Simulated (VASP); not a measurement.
Set up this calculation in VASP 6.6.1, as the native input.

```yaml
Task: single point
Functional: PBE
Potentials_or_basis: VASP PAW PBE potentials, release 64 (Be)
Cutoff: 600 eV
k_mesh: 12 × 12 × 12
Occupations: methfessel-paxton, width 0.05 eV
Spin: no spin polarisation
Dipole_correction: no
Further_INCAR_settings: ALGO = Normal; EDIFF = 1e-06; NBANDS = 7
```

The structure of Be lies in POSCAR:

```
Be
1.0
    0.0000000000      1.5122255319      1.5122255319
    1.5122255319      0.0000000000      1.5122255319
    1.5122255319      1.5122255319      0.0000000000
Be
1
Direct
    0.0000000000      0.0000000000      0.0000000000
```

This isn't the form of Be at room conditions, which is hcp.

These files were run (other wordings do the same):

INCAR

```
SYSTEM = Be
PREC = Accurate ; ENCUT = 600
EDIFF = 1E-6 ; ISMEAR = 1
SIGMA = 0.05 ; LREAL = .FALSE.
LASPH = .TRUE. ; NELM = 120
ALGO = Normal ; ISIF = 2
LWAVE = .FALSE. ; LCHARG = .FALSE.
GGA = PE ; NBANDS = 7
GGA_COMPAT = .FALSE.
```

KPOINTS

```
Automatic mesh
0
G
  12 12 12
  0 0 0
```

Potentials or basis: VASP PAW PBE potentials, release 64 (Be).

Run with:

```console
$ cat potpaw_PBE.64/Be/POTCAR > POTCAR
$ mpirun -np 1 vasp_std > vasp.out
```

Results of the run:

```yaml
Pressure: 20.3 GPa
Band_gap_on_the_k_mesh: zero (bands 1 and 2 overlap by 0.60 eV)
```

Caveat: the cell stands under pressure.

Run time: 3.3 s on 1 thread of AMD EPYC 9R45 (Zen 5), with other jobs on the host, peak memory 0.08 GiB.
